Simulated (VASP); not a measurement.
The system is Ru.

```
Ru
1.0
     2.75887    0.00000    0.00000
    -1.37943    2.38925    0.00000
     0.00000    0.00000    4.36588
Ru
2
Direct
  0.66667 0.33333 0.75000
  0.33333 0.66667 0.25000
```

Base run:

| Property | Result |
| --- | --- |
| Program | VASP 6.6.1 |
| Functional | revPBE |
| Dispersion | D3(BJ) |
| Potentials or basis | VASP PAW PBE potentials, release 64 (Ru_pv) |
| Cutoff | 520 eV |
| k mesh | 11 × 11 × 6 |
| Occupations | fermi-dirac, width 0.05 eV |
| Spin | no spin polarisation |

Its results: band gap on the k mesh zero (band 14 reaches 13.21 eV, above the bottom of band 15 at 10.42 eV); pressure -22.4 GPa.

Question: The run is repeated on the same cell with these changes: functional from revPBE to PBEsol. What comes out?

Answer: Band gap on the k mesh zero (band 14 reaches 13.03 eV, above the bottom of band 15 at 10.22 eV); pressure -28.6 GPa.

PBEsol binds more tightly than revPBE, so the same cell stands under less pressure.

Caveats: the PAW data sets were made with another functional, which shifts forces and pressure a little; pairwise dispersion overbinds metals, which lowers pressure and volume.
